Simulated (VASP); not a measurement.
Set up this calculation in VASP 6.6.1, as the native input.

```
Task                   : single point
Functional             : PBEsol
Potentials or basis    : VASP PAW PBE potentials, release 64 (V_sv)
Cutoff                 : 520 eV
k mesh                 : 20 × 20 × 20
Occupations            : gaussian, width 0.1 eV
Spin                   : no spin polarisation
Dipole correction      : no
Further INCAR settings : ALGO = Fast; EDIFF = 1e-06; NBANDS = 12
```

The structure of V lies in POSCAR:

```
V
1.0
   -1.3920674151      1.3920674151      1.3920674151
    1.3920674151     -1.3920674151      1.3920674151
    1.3920674151      1.3920674151     -1.3920674151
V
1
Direct
    0.0000000000      0.0000000000      0.0000000000
```

The input as run:

INCAR

```
PREC     = Accurate       # precision mode
ENCUT    = 520            # plane-wave cutoff, eV
EDIFF    = 1E-6           # SCF threshold, eV
ISMEAR   = 0              # smearing method
SIGMA    = 0.1            # smearing width, eV
LREAL    = False          # projectors in reciprocal space
LASPH    = True           # aspherical terms in the spheres
NELM     = 80             # most SCF steps
ALGO     = Fast           # electronic algorithm
ISIF     = 2              # what is computed and relaxed
LWAVE    = False          # write WAVECAR
LCHARG   = False          # write CHGCAR
GGA      = PS             # functional
NBANDS   = 12             # bands
```

KPOINTS

```
Automatic mesh
0
Gamma
  20 20 20
```

Potentials or basis: VASP PAW PBE potentials, release 64 (V_sv).

The run is started by

```sh
$ cat potpaw_PBE.64/V_sv/POTCAR > POTCAR
$ mpirun -np 1 vasp_std > vasp.out
```

It gave:

```json
{
 "Pressure": "50.7 GPa",
 "Band gap on the k mesh": "zero (an odd number of electrons rules out a gap without spin polarisation)"
}
```

Caveat: the cell stands under pressure; the PAW data sets were made with another functional, which shifts forces and pressure a little.

Run time: 36 s on 1 thread of Intel Xeon 8259CL (shared host), peak memory 0.15 GiB.
